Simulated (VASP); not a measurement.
A run of VASP 6.6.1 is set up as follows.

Contents of INCAR:

```
SYSTEM = P
PREC = Accurate
ENCUT = 520
EDIFF = 1E-6
ISMEAR = -1
SIGMA = 0.1
LREAL = .FALSE.
LASPH = .TRUE.
NELM = 100
ALGO = Normal
ISIF = 2
LWAVE = .FALSE.
LCHARG = .TRUE.
GGA = PE
LELF = .TRUE.
LVHAR = .TRUE.
NBANDS = 8
```

The input KPOINTS:

```
Automatic mesh
0
G
  21 21 21
  0 0 0
```

POSCAR

```
P
1.0
    2.4436666413      0.0000000000      0.0000000000
    0.0000000000      2.4436666413      0.0000000000
    0.0000000000      0.0000000000      2.4436666413
P
1
Direct
    0.0000000000      0.0000000000      0.0000000000
```

Potentials or basis: VASP PAW PBE potentials, release 64 (P).

Run with:

```sh
$ cat potpaw_PBE.64/P/POTCAR > POTCAR
$ mpirun -np 1 vasp_std > vasp.out
```

(1) Estimate the pressure.

Results:

(1) 0.3 GPa.
